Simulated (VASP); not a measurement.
Set up this calculation in VASP 6.6.1, as the native input.

| Quantity | Value |
| --- | --- |
| Task | single point |
| Functional | PBEsol |
| Potentials or basis | VASP PAW PBE potentials, release 64 (Al, N) |
| Cutoff | 520 eV |
| k mesh | 8 × 8 × 3 |
| Occupations | gaussian, width 0.05 eV |
| Spin | no spin polarisation |
| Dipole correction | no |
| Further INCAR settings | ALGO = Normal; EDIFF = 1e-06; NBANDS = 26 |

The structure of AlN lies in POSCAR:

```
AlN
1.0
   -3.1135599822      0.0000000000      0.0000000000
   -1.5567799911     -2.6964220408      0.0000000000
   -0.2594633319     -0.4494036735     11.1667009506
Al N
4 4
Direct
    0.3333333333      0.1987825311      0.8073048133
    0.3333333333      0.2731606681      0.3610359916
    0.6666666667      0.6436830699      0.1379015808
    0.6666666667      0.5693049329      0.5841704025
    0.3333333333      0.3191278617      0.0852328300
    0.3333333333      0.2447497247      0.5315016517
    0.6666666667      0.6152721265      0.3083672409
    0.6666666667      0.5408939896      0.7546360626
```

The input as run:

INCAR

```
SYSTEM = AlN
PREC = Accurate
ENCUT = 520
EDIFF = 1E-6
ISMEAR = 0
SIGMA = 0.05
LREAL = .False.
LASPH = .True.
NELM = 100
ALGO = Normal
ISIF = 2
LWAVE = .False.
LCHARG = .True.
GGA = PS
LELF = .True.
LVHAR = .True.
NBANDS = 26
```

KPOINTS

```
regular mesh
0
Gamma
  8 8 3
  0 0 0
```

Potentials or basis: VASP PAW PBE potentials, release 64 (Al, N).

Command:

```bash
$ cat potpaw_PBE.64/Al/POTCAR potpaw_PBE.64/N/POTCAR > POTCAR
$ mpirun -np 1 vasp_std > vasp.out
```

Results of the run:

```json
{
  "Pressure": "-4.0 GPa",
  "Largest force": "2.235 eV/Å",
  "Band gap on the k mesh": "0.42 eV, direct"
}
```

Caveat: the PAW data sets were made with another functional, which shifts forces and pressure a little.

It took 2.9 min on 1 thread of Intel(R) Xeon(R) Platinum 8375C CPU @ 2.90GHz (Ice Lake) (shared host), peak memory 0.31 GiB.
